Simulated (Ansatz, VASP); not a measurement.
## Two plane-wave programs on SrRu3

```xyz
4
Lattice="4.0011 0.0000 0.0000 0.0000 4.0011 0.0000 0.0000 0.0000 4.0011" Properties=species:S:1:pos:R:3 pbc="T T T"
Sr    0.0000    0.0000    0.0000
Ru    0.0000    2.0005    2.0005
Ru    2.0005    2.0005    0.0000
Ru    2.0005    0.0000    2.0005
```

Alike in both runs: task single point; functional PBEsol; k mesh 8 × 8 × 8; occupations gaussian, width 0.05 eV; no spin polarisation.

|  | VASP | Ansatz |
| --- | --- | --- |
| version | VASP 6.6.1 | Ansatz 0.2.0 |
| potentials or method | VASP PAW PBE potentials, release 64 (Sr_sv, Ru_pv), cutoff 520 eV | scalar-relativistic, plane waves, PAW |
| valence electrons in the cell | 52 | 58 |

Ansatz gave:

* pressure (GPa): 6.7

Problem. Which values does VASP return?

Solution. Pressure (GPa): 7.5.

VASP's potentials were made for PBE, not for PBEsol. VASP's potentials hold 52 valence electrons a cell and Ansatz's 58, so a difference there can come from the potentials and not from the codes.
